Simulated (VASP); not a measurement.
Set up this calculation in VASP 6.6.1, as the native input.

| Property | Result |
| --- | --- |
| Task | single point |
| Functional | PBE |
| Potentials or basis | VASP PAW PBE potentials, release 64 (Cs_sv, Zn) |
| Cutoff | 520 eV |
| k mesh | 6 × 6 × 6 |
| Occupations | gaussian, width 0.1 eV |
| Spin | no spin polarisation |
| Dipole correction | no |
| Further INCAR settings | ALGO = Fast; EDIFF = 1e-07; NBANDS = 32 |

The structure of Cs4Zn lies in POSCAR:

```
Cs4Zn
1.0
    7.8500185944      0.0000000000      0.0000000000
    0.0000000000      7.8500185944      0.0000000000
    0.0000000000      0.0000000000      7.8500185944
Cs Zn
4 1
Direct
    0.5000000000      0.0000000000      0.0000000000
    0.0000000000      0.5000000000      0.0000000000
    0.0000000000      0.0000000000      0.5000000000
    0.5000000000      0.5000000000      0.5000000000
    0.0000000000      0.0000000000      0.0000000000
```

The input as run:

INCAR

```
ALGO = Fast
EDIFF = 1E-7
ENCUT = 520
GGA = PE
ISIF = 2
ISMEAR = 0
LASPH = T
LCHARG = T
LELF = T
LREAL = F
LVHAR = T
LWAVE = F
NBANDS = 32
NELM = 60
PREC = Accurate
SIGMA = 0.1
```

KPOINTS

```
k-points
0
Gamma
  6 6 6
```

Potentials or basis: VASP PAW PBE potentials, release 64 (Cs_sv, Zn).

Command:

```sh
$ cat potpaw_PBE.64/Cs_sv/POTCAR potpaw_PBE.64/Zn/POTCAR > POTCAR
$ mpirun -np 1 vasp_std > vasp.out
```

Results of the run:

```json
{
 "Pressure": "-0.1 GPa",
 "Band gap on the k mesh": "zero (bands 24 and 25 overlap by 0.81 eV)"
}
```

Caveat: spin-orbit coupling is left out, which moves the levels of the heavy elements.

Run time: 4.3 min on 1 thread of AMD EPYC 7R13 Processor (Zen 3), on a shared host, peak memory 0.61 GiB.
